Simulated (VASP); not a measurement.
A run of VASP 6.6.1:

The input INCAR:

```
SYSTEM = Ag
PREC     = Accurate       ! precision mode
ENCUT    = 520            ! plane-wave cutoff, eV
EDIFF    = 1E-6           ! SCF threshold, eV
ISMEAR   = -1             ! smearing method
SIGMA    = 0.1            ! smearing width, eV
LREAL    = .FALSE.        ! projectors in reciprocal space
LASPH    = .TRUE.         ! aspherical terms in the spheres
NELM     = 80             ! most SCF steps
ALGO     = Normal         ! electronic algorithm
ISIF     = 2              ! what is computed and relaxed
LWAVE    = .FALSE.        ! write WAVECAR
LCHARG   = .FALSE.        ! write CHGCAR
GGA      = B5             ! functional
ALDAX    = 1.0          
AGGAX    = 1.0          
AGGAC    = 1.0          
ALDAC    = 0.0          
NBANDS   = 12             ! bands
```

File KPOINTS:

```
regular mesh
0
G
  21 21 21
  0 0 0
```

The input POSCAR:

```
Ag
1.0
    0.0000000000      2.1002027757      2.1002027757
    2.1002027757      0.0000000000      2.1002027757
    2.1002027757      2.1002027757      0.0000000000
Ag
1
Direct
    0.0000000000      0.0000000000      0.0000000000
```

Potentials or basis: VASP PAW PBE potentials, release 64 (Ag).

The run is started by

```console
$ cat potpaw_PBE.64/Ag/POTCAR > POTCAR
$ mpirun -np 1 vasp_std > vasp.out
```

Hardware: 1 thread of Intel(R) Xeon(R) Platinum 8488C (Sapphire Rapids), on a shared host.

Q: How long does it take, and how much memory?

A: It took 42 s on 1 thread of Intel(R) Xeon(R) Platinum 8488C (Sapphire Rapids) (shared host), peak memory 0.19 GiB. Counts: scf iterations 11, k points 286.
